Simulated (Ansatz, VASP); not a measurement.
# HfC: VASP beside Ansatz

```xyz
2
Lattice="0.0000 2.4145 2.4145 2.4145 0.0000 2.4145 2.4145 2.4145 0.0000" Properties=species:S:1:pos:R:3 pbc="T T T"
Hf    2.4145    2.4145    2.4145
C     0.0000    0.0000    0.0000
```

Alike in both runs: task single point; functional PBEsol; k mesh 11 × 11 × 11; occupations fermi-dirac, width 0.05 eV; no spin polarisation.

```csv
,VASP,Ansatz
version,VASP 6.6.1,Ansatz 0.2.0
potentials or method,"VASP PAW PBE potentials, release 64 (Hf_pv, C), cutoff 520 eV","plane waves, PAW"
valence electrons in the cell,14,30
```

```tsv
	VASP	Ansatz	Ansatz less VASP
pressure (GPa)	-27.2	-26.4	+0.72
```

VASP's potentials were made for PBE, not for PBEsol. VASP's potentials hold 14 valence electrons a cell and Ansatz's 30, so a difference there can come from the potentials and not from the codes.

Spin-orbit coupling is off throughout.
